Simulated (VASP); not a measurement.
# Ti4Hg3PbO12 (Im-3) in VASP: further runs

Runs on Ti4Hg3PbO12. Level: PBE. Tasks: single point.

All numbers are computed with VASP 6.6.1; they aren't measurements. Logs are shortened: lines on timing, memory, paths and dates and some standing lists are left out, and cuts for length are marked.

### Step 1. The cell of the first run

Symmetry: Im-3, No. 204, cubic system. The conventional cell has a = 7.728 Å, b = 7.728 Å, c = 7.728 Å, α = 90.00°, β = 90.00°, γ = 90.00°. Within 3.6 Å of Pb (site symmetry m-3) lie 12 O at 2.73 Å and 8 Ti at 3.35 Å. Hg (site symmetry mmm) has 12 O at 2.32 to 3.15 Å within 3.2 Å. Within 2.6 Å of Ti (site symmetry -3) lie 6 O at 1.98 Å. Within 2.6 Å of O (site symmetry m) lie 2 Ti at 1.98 Å and 1 Hg at 2.32 Å.

### Step 2. Single point, PBE

File INCAR:

```
SYSTEM = Ti4Hg3PbO12
PREC     = Accurate       ! precision mode
ENCUT    = 520            ! plane-wave cutoff, eV
EDIFF    = 1E-6           ! SCF threshold, eV
ISMEAR   = 0              ! smearing method
SIGMA    = 0.1            ! smearing width, eV
LREAL    = Auto         
LASPH    = .TRUE.         ! aspherical terms in the spheres
NELM     = 80             ! most SCF steps
ALGO     = Normal         ! electronic algorithm
ISIF     = 2              ! what is computed and relaxed
LWAVE    = .FALSE.        ! write WAVECAR
LCHARG   = .FALSE.        ! write CHGCAR
GGA      = PE             ! functional
NBANDS   = 101            ! bands
```

File KPOINTS:

```
regular mesh
0
G
  4 4 4
  0 0 0
```

File POSCAR:

```
Ti4Hg3PbO12
1.0
   -3.8641500000      3.8641500000      3.8641500000
    3.8641500000     -3.8641500000      3.8641500000
    3.8641500000      3.8641500000     -3.8641500000
Pb Hg Ti O
1 3 4 12
Direct
    0.0000000000      0.0000000000      0.0000000000
    0.0000000000      0.5000000000      0.5000000000
    0.5000000000      0.0000000000      0.5000000000
    0.5000000000      0.5000000000      0.0000000000
    0.5000000000      0.5000000000      0.5000000000
    0.0000000000      0.0000000000      0.5000000000
    0.5000000000      0.0000000000      0.0000000000
    0.0000000000      0.5000000000      0.0000000000
    0.9245000000      0.2090000000      0.7155000000
    0.0755000000      0.7910000000      0.2845000000
    0.4935000000      0.2090000000      0.2845000000
    0.5065000000      0.7910000000      0.7155000000
    0.7155000000      0.9245000000      0.2090000000
    0.2845000000      0.0755000000      0.7910000000
    0.2845000000      0.4935000000      0.2090000000
    0.7155000000      0.5065000000      0.7910000000
    0.2090000000      0.7155000000      0.9245000000
    0.7910000000      0.2845000000      0.0755000000
    0.2090000000      0.2845000000      0.4935000000
    0.7910000000      0.7155000000      0.5065000000
```

Potentials or basis: VASP PAW PBE potentials, release 64 (Pb_d, Hg, Ti_sv, O).

Launch:

```bash
$ cat potpaw_PBE.64/Pb_d/POTCAR potpaw_PBE.64/Hg/POTCAR potpaw_PBE.64/Ti_sv/POTCAR potpaw_PBE.64/O/POTCAR > POTCAR
$ mpirun -np 1 vasp_std > vasp.out
```

OUTCAR:

```text
SYSTEM = Ti4Hg3PbO12
   PREC = Accurate
   ENCUT = 520
   EDIFF = 1E-6
   ISMEAR = 0
   LREAL = Auto
   LASPH = .TRUE.
   NELM = 80
   ISIF = 2
   GGA = PE

 ion  position               nearest neighbor table
   1  0.000  0.000  0.000-  11 2.73  12 2.73  15 2.73  16 2.73  19 2.73  20 2.73   9 2.73  10 2.73
                            17 2.73  18 2.73  13 2.73  14 2.73   5 3.35   6 3.35   7 3.35   8 3.35
   2  0.000  0.500  0.500-  17 2.32  18 2.32  19 2.32  20 2.32   9 2.80  10 2.80  12 2.80  11 2.80
                             8 3.35   5 3.35   6 3.35   8 3.35   6 3.35   5 3.35   7 3.35   7 3.35
   3  0.500  0.000  0.500-   9 2.32  10 2.32  11 2.32  12 2.32  13 2.80  14 2.80  16 2.80  15 2.80
                             8 3.35   5 3.35   6 3.35   7 3.35   5 3.35   7 3.35   6 3.35   8 3.35
   4  0.500  0.500  0.000-  13 2.32  14 2.32  15 2.32  16 2.32  17 2.80  18 2.80  20 2.80  19 2.80
                             8 3.35   5 3.35   6 3.35   5 3.35   7 3.35   7 3.35   8 3.35   6 3.35
   5  0.500  0.500  0.500-  11 1.98  12 1.98  19 1.98  20 1.98  15 1.98  16 1.98   3 3.35   4 3.35
                             1 3.35   2 3.35   4 3.35   3 3.35   2 3.35   1 3.35
   6  0.000  0.000  0.500-   9 1.98  10 1.98  13 1.98  14 1.98  19 1.98  20 1.98   3 3.35   4 3.35
                             1 3.35   2 3.35   1 3.35   2 3.35   3 3.35   4 3.35
   7  0.500  0.000  0.000-  13 1.98  14 1.98  17 1.98  18 1.98  11 1.98  12 1.98   3 3.35   4 3.35
                             1 3.35   2 3.35   3 3.35   4 3.35   1 3.35   2 3.35
   8  0.000  0.500  0.000-   9 1.98  10 1.98  17 1.98  18 1.98  15 1.98  16 1.98   3 3.35   4 3.35
                             1 3.35   2 3.35   2 3.35   1 3.35   4 3.35   3 3.35
   9  0.925  0.209  0.715-   6 1.98   8 1.98   3 2.32   1 2.73   2 2.80
  10  0.075  0.791  0.285-   6 1.98   8 1.98   3 2.32   1 2.73   2 2.80
  11  0.493  0.209  0.285-   5 1.98   7 1.98   3 2.32   1 2.73   2 2.80
  12  0.507  0.791  0.715-   5 1.98   7 1.98   3 2.32   1 2.73   2 2.80
  13  0.715  0.925  0.209-   6 1.98   7 1.98   4 2.32   1 2.73   3 2.80
  14  0.285  0.075  0.791-   6 1.98   7 1.98   4 2.32   1 2.73   3 2.80
  15  0.285  0.493  0.209-   5 1.98   8 1.98   4 2.32   1 2.73   3 2.80
  16  0.715  0.507  0.791-   5 1.98   8 1.98   4 2.32   1 2.73   3 2.80
  17  0.209  0.715  0.925-   7 1.98   8 1.98   2 2.32   1 2.73   4 2.80
  18  0.791  0.285  0.075-   7 1.98   8 1.98   2 2.32   1 2.73   4 2.80
  19  0.209  0.285  0.493-   5 1.98   6 1.98   2 2.32   1 2.73   4 2.80
  20  0.791  0.715  0.507-   5 1.98   6 1.98   2 2.32   1 2.73   4 2.80

  LATTYP: Found a body centered cubic cell.
 ALAT       =     7.7283000000

  Lattice vectors:

 A1 = (  -3.8641500000,   3.8641500000,   3.8641500000)
 A2 = (   3.8641500000,  -3.8641500000,   3.8641500000)
 A3 = (   3.8641500000,   3.8641500000,  -3.8641500000)

Analysis of symmetry for initial positions (statically):
=====================================================================
 Subroutine PRICEL returns:
 Original cell was already a primitive cell.

 Routine SETGRP: Setting up the symmetry group for a
 body centered cubic supercell.
[... 154 lines left out ...]
   EFERMI_NEDOS =   21; number of points for ismear=-14 and -15
   IALGO  =     38    algorithm
   IMIX   =      4    mixing-type and parameters
     AMIX     =   0.40;   BMIX     =  1.00
     AMIX_MAG =   1.60;   BMIX_MAG =  1.00
  volume/ion in A,a.u.               =      11.54        77.87
  Fermi-wavevector in a.u.,A,eV,Ry     =   1.478486  2.793933 29.741252  2.185920
  Thomas-Fermi vector in A             =   2.592761
   LORBIT       =      0    0 simple, 1 ext, 2 COOP (PROOUT), +10 PAW based schemes
   GGA     = PE    functional components
   LHFCALC =     F    Hartree Fock is set to
   AEXX    =    0.0000 exact exchange contribution
   IVDW    =     0    specifies the selected vdW correction
   LEPSILON=     F    determine dielectric tensor
   LRPA    =     F    only Hartree local field effects (RPA)
 non-spin polarized calculation
 Gauss-broadening in eV      SIGMA  =   0.10
  energy-cutoff  :      520.00
  volume of cell :      230.79
 maximum number of plane-waves:      6339
 NGX is ok and might be reduce to    50
   NGX = 25   NGY = 25   NGZ = 25

 number of electron     169.9999992 magnetization

 Free energy of the ion-electron system (eV)
  ---------------------------------------------------
  ext. energy  EPLUGINS =         0.00000000
  ---------------------------------------------------
  free energy    TOTEN  =      -134.08138107 eV

  energy without entropy =     -134.08138107  energy(sigma->0) =     -134.08138107

 E-fermi :   5.2717     XC(G=0): -11.7749

 val. band max:        4.7001842086   @ k =   0.5000   0.5000   0.5000
 cond. band min:       6.4526402232   @ k =   0.5000   0.5000   0.5000
 fundamental gap:      1.7524560146
 Fermi energy:         5.2716681010

 k-point     1 :       0.0000    0.0000    0.0000
  band No.  band energies     occupation
      1     -52.1723      2.00000
      2     -52.1689      2.00000
      3     -52.1689      2.00000
      4     -52.1689      2.00000
      5     -28.4550      2.00000
      6     -28.4550      2.00000
[... 789 lines left out ...]
     96       8.3152      0.00000
     97       8.3152      0.00000
 [bands above 97 left out]

------------------------ aborting loop because EDIFF is reached ----------------------------------------

  FORCE on cell =-STRESS in cart. coord.  units (eV):
  Direction    XX          YY          ZZ          XY          YZ          ZX
  --------------------------------------------------------------------------------------
  -------------------------------------------------------------------------------------
  Total        9.1904730      9.1904730      9.1904730      0.0000000      0.0000000      0.0000000
  in kB       63.8008585     63.8008585     63.8008585      0.0000000      0.0000000      0.0000000
  external PRESSURE =      63.8008585 kB  Pullay stress =       0.0000000 kB

 VOLUME and BASIS-vectors are now :
 -----------------------------------------------------------------------------
  energy-cutoff  :      520.00
  volume of cell :      230.79
      direct lattice vectors                 reciprocal lattice vectors
    -3.864150000  3.864150000  3.864150000     0.000000000  0.129394563  0.129394563
     3.864150000 -3.864150000  3.864150000     0.129394563  0.000000000  0.129394563
     3.864150000  3.864150000 -3.864150000     0.129394563  0.129394563  0.000000000

 POSITION                                       TOTAL-FORCE (eV/Angst)
 -----------------------------------------------------------------------------------
      0.00000      0.00000      0.00000         0.000000     -0.000000     -0.000000
      3.86415      0.00000      0.00000         0.000000     -0.000000     -0.000000
      0.00000      3.86415      0.00000         0.000000     -0.000000     -0.000000
      0.00000      0.00000      3.86415         0.000000     -0.000000     -0.000000
      1.93207      1.93207      1.93207        -0.000000     -0.000000     -0.000000
      1.93207      1.93207     -1.93207        -0.000000     -0.000000     -0.000000
[... 12 lines left out ...]
      2.19870      1.61521      0.00000        -0.051983     -0.090117     -0.000000
      1.66545      2.24894      3.86415         0.051983      0.090117     -0.000000
 -----------------------------------------------------------------------------------
    total drift:                               -0.000000     -0.000000      0.000000

  FREE ENERGIE OF THE ION-ELECTRON SYSTEM (eV)
  ---------------------------------------------------
  free  energy   TOTEN  =      -134.0813810671 eV

  energy  without entropy=     -134.0813810671  energy(sigma->0) =     -134.08138107
```

OSZICAR:

```text
N       E                     dE             d eps       ncg     rms          rms(c)
DAV:   1     0.262115183842E+04    0.26212E+04   -0.83498E+04  1616   0.197E+03
DAV:   2     0.358447575196E+03   -0.22627E+04   -0.21665E+04  1648   0.605E+02
DAV:   3    -0.127472100248E+03   -0.48592E+03   -0.46080E+03  1965   0.252E+02
DAV:   4    -0.173488488311E+03   -0.46016E+02   -0.45588E+02  2416   0.853E+01
DAV:   5    -0.176045706415E+03   -0.25572E+01   -0.25519E+01  2544   0.176E+01    0.484E+01
DAV:   6    -0.135220421832E+03    0.40825E+02   -0.25727E+02  2427   0.844E+01    0.240E+01
DAV:   7    -0.135014480373E+03    0.20594E+00   -0.55256E+01  2240   0.349E+01    0.186E+01
DAV:   8    -0.134135729161E+03    0.87875E+00   -0.40051E+00  2184   0.115E+01    0.102E+01
DAV:   9    -0.134152926355E+03   -0.17197E-01   -0.19781E+00  2496   0.629E+00    0.332E+00
DAV:  10    -0.134097931032E+03    0.54995E-01   -0.88609E-01  2211   0.511E+00    0.110E+00
DAV:  11    -0.134081519000E+03    0.16412E-01   -0.12245E-01  2296   0.167E+00    0.471E-01
DAV:  12    -0.134081480417E+03    0.38583E-04   -0.15230E-02  2128   0.668E-01    0.202E-01
DAV:  13    -0.134081479401E+03    0.10161E-05   -0.10114E-03  2112   0.189E-01    0.171E-01
DAV:  14    -0.134081404363E+03    0.75038E-04   -0.21506E-03  2251   0.200E-01    0.627E-02
DAV:  15    -0.134081378616E+03    0.25746E-04   -0.19973E-04  2128   0.754E-02    0.146E-02
DAV:  16    -0.134081382186E+03   -0.35700E-05   -0.30559E-05  2496   0.259E-02    0.849E-03
DAV:  17    -0.134081381020E+03    0.11667E-05   -0.76923E-06  1960   0.171E-02    0.309E-03
DAV:  18    -0.134081381067E+03   -0.47257E-07   -0.21034E-06  1155   0.611E-03
   1 F= -.13408138E+03 E0= -.13408138E+03  d E =-.173231E-16
```

stdout:

```text
POSCAR found type information on POSCAR PbHgTiO
 POSCAR found :  4 types and      20 ions
 scaLAPACK will be used
 LDA part: xc-table for (Slater+PW92), standard interpolation
 POSCAR, INCAR and KPOINTS ok, starting setup
 FFT: planning ... GRIDC
 FFT: planning ... GRID_SOFT
 FFT: planning ... GRID
 WAVECAR not read
 entering main loop
```

Run time: 12 min. Hardware: 1 thread of Oxide Virtual Turin-like, shared host; peak memory 0.4 GiB.

What came out:

```yaml
Free_energy: -134.0814 eV
Pressure: 6.4 GPa
Largest_force: 0.104 eV/Å
Band_gap_on_the_k_mesh: 1.75 eV
```

Forces on the atoms (eV/Å):
```
Pb   0.000  0.000  0.000
Hg   0.000  0.000  0.000
Hg   0.000  0.000  0.000
Hg   0.000  0.000  0.000
Ti   0.000  0.000  0.000
Ti   0.000  0.000  0.000
Ti   0.000  0.000  0.000
Ti   0.000  0.000  0.000
O    0.000  0.052 -0.090
O    0.000 -0.052  0.090
O    0.000 -0.052 -0.090
O    0.000  0.052  0.090
O   -0.090  0.000  0.052
O    0.090  0.000 -0.052
O   -0.090  0.000 -0.052
O    0.090  0.000  0.052
O    0.052 -0.090  0.000
O   -0.052  0.090  0.000
O   -0.052 -0.090  0.000
O    0.052  0.090  0.000
```

Levels at points of the mesh, in eV from the valence-band top:
```csv
k point,band 82,band 83,band 84,band 85,band 86,band 87,band 88,band 89
"(0.00, 0.00, 0.00)",-0.93,-0.69,-0.34,-0.34,1.87,1.87,1.87,2.28
"(0.50, 0.00, 0.00)",-0.50,-0.42,-0.25,-0.24,2.23,2.60,2.63,2.64
"(0.50, 0.50, 0.50)",-0.07,0.00,0.00,0.00,1.75,1.88,1.88,2.94
```

Caveat: the cell stands under pressure; spin-orbit coupling is left out, which moves the levels of the heavy elements. A k mesh can miss the band edges.

### Step 3. Single point, PBE

This run uses another cell than the first one, of 11.87 Å³/atom.

File INCAR:

```
  ALGO = Normal
  EDIFF = 1E-6
  ENCUT = 520
  GGA = PE
  ISIF = 2
  ISMEAR = 0
  LASPH = T
  LCHARG = F
  LREAL = Auto
  LWAVE = F
  NBANDS = 101
  NELM = 60
  PREC = Accurate
  SIGMA = 0.02
```

File KPOINTS:

```
k-points
0
Gamma
  6 6 6
```

File POSCAR:

```
Ti4Hg3PbO12
1.0
   -3.9006877739      3.9006877739      3.9006877739
    3.9006877739     -3.9006877739      3.9006877739
    3.9006877739      3.9006877739     -3.9006877739
Pb Hg Ti O
1 3 4 12
Direct
    0.0000000000      0.0000000000      0.0000000000
    0.0000000000      0.5000000000      0.5000000000
    0.5000000000      0.0000000000      0.5000000000
    0.5000000000      0.5000000000      0.0000000000
    0.5000000000      0.5000000000      0.5000000000
    0.0000000000      0.0000000000      0.5000000000
    0.5000000000      0.0000000000      0.0000000000
    0.0000000000      0.5000000000      0.0000000000
    0.9226136160      0.2069775575      0.7156360586
    0.0773863840      0.7930224425      0.2843639414
    0.4913414989      0.2069775575      0.2843639414
    0.5086585011      0.7930224425      0.7156360586
    0.7156360586      0.9226136160      0.2069775575
    0.2843639414      0.0773863840      0.7930224425
    0.2843639414      0.4913414989      0.2069775575
    0.7156360586      0.5086585011      0.7930224425
    0.2069775575      0.7156360586      0.9226136160
    0.7930224425      0.2843639414      0.0773863840
    0.2069775575      0.2843639414      0.4913414989
    0.7930224425      0.7156360586      0.5086585011
```

Potentials or basis: VASP PAW PBE potentials, release 64 (Pb_d, Hg, Ti_sv, O).

Launch:

```bash
$ cat potpaw_PBE.64/Pb_d/POTCAR potpaw_PBE.64/Hg/POTCAR potpaw_PBE.64/Ti_sv/POTCAR potpaw_PBE.64/O/POTCAR > POTCAR
$ mpirun -np 1 vasp_std > vasp.out
```

Run time: 25 min. Hardware: 1 thread of Oxide Virtual Turin-like, shared host; peak memory 0.48 GiB.

The run converged. Its results:

```
Free energy            : -134.2409 eV
Pressure               : 0.7 GPa
Largest force          : 0.034 eV/Å
Band gap on the k mesh : 1.70 eV
```

Forces in eV/Å, atoms in the order of the input:
```
Pb   0.000  0.000  0.000
Hg   0.000  0.000  0.000
Hg   0.000  0.000  0.000
Hg   0.000  0.000  0.000
Ti   0.000  0.000  0.000
Ti   0.000  0.000  0.000
Ti   0.000  0.000  0.000
Ti   0.000  0.000  0.000
O    0.000  0.028  0.019
O    0.000 -0.028 -0.019
O    0.000 -0.028  0.019
O    0.000  0.028 -0.019
O    0.019  0.000  0.028
O   -0.019  0.000 -0.028
O    0.019  0.000 -0.028
O   -0.019  0.000  0.028
O    0.028  0.019  0.000
O   -0.028 -0.019  0.000
O   -0.028  0.019  0.000
O    0.028 -0.019  0.000
```

Levels at points of the mesh, in eV from the valence-band top:
| k point | band 82 | band 83 | band 84 | band 85 | band 86 | band 87 | band 88 | band 89 |
| --- | --- | --- | --- | --- | --- | --- | --- | --- |
| (0.00, 0.00, 0.00) | -0.92 | -0.72 | -0.35 | -0.35 | 1.81 | 1.81 | 1.81 | 2.21 |
| (0.50, 0.00, 0.00) | -0.50 | -0.42 | -0.24 | -0.23 | 2.16 | 2.51 | 2.53 | 2.55 |
| (0.50, 0.50, 0.50) | -0.07 | 0.00 | 0.00 | 0.00 | 1.70 | 1.82 | 1.82 | 2.80 |

Caveat: spin-orbit coupling is left out, which moves the levels of the heavy elements. A k mesh can miss the band edges.
